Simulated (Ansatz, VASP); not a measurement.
# Two plane-wave programs on SnSe

```
Sn Se
1.0
     4.18990    0.00000    0.00000
     0.00000    4.18990    0.00000
     0.00000    0.00000   10.97962
Sn Se
2 2
Direct
  0.50000 0.00000 0.37816
  0.00000 0.50000 0.62184
  0.50000 0.00000 0.60812
  0.00000 0.50000 0.37822
```

Alike in both runs: task single point; functional LDA; k mesh 6 × 6 × 4; occupations gaussian, width 0.05 eV; no spin polarisation.

```csv
,VASP,Ansatz
version,VASP 6.6.1,Ansatz 0.2.0
potentials or method,"VASP PAW LDA potentials, release 64 (Sn_d, Se), cutoff 500 eV","scalar-relativistic, plane waves, PAW"
valence electrons in the cell,40,60
```

|  | VASP | Ansatz | Ansatz less VASP |
| --- | --- | --- | --- |
| gap on the k mesh at the Fermi level (eV) | 1.31 | 1.33 | +0.018 |
| least direct gap on the mesh (eV) | 1.31 | 1.33 | +0.018 |
| rms of the force components (eV/Å) | 0.487 | 0.474 | -0.0128 |

LDA's correlation is that of Perdew and Zunger in VASP and of Perdew and Wang (1992) in Ansatz. Atom by atom the forces differ by 0.017 eV/Å (rms over components). VASP's potentials hold 40 valence electrons a cell and Ansatz's 60, so a difference there can come from the potentials and not from the codes.
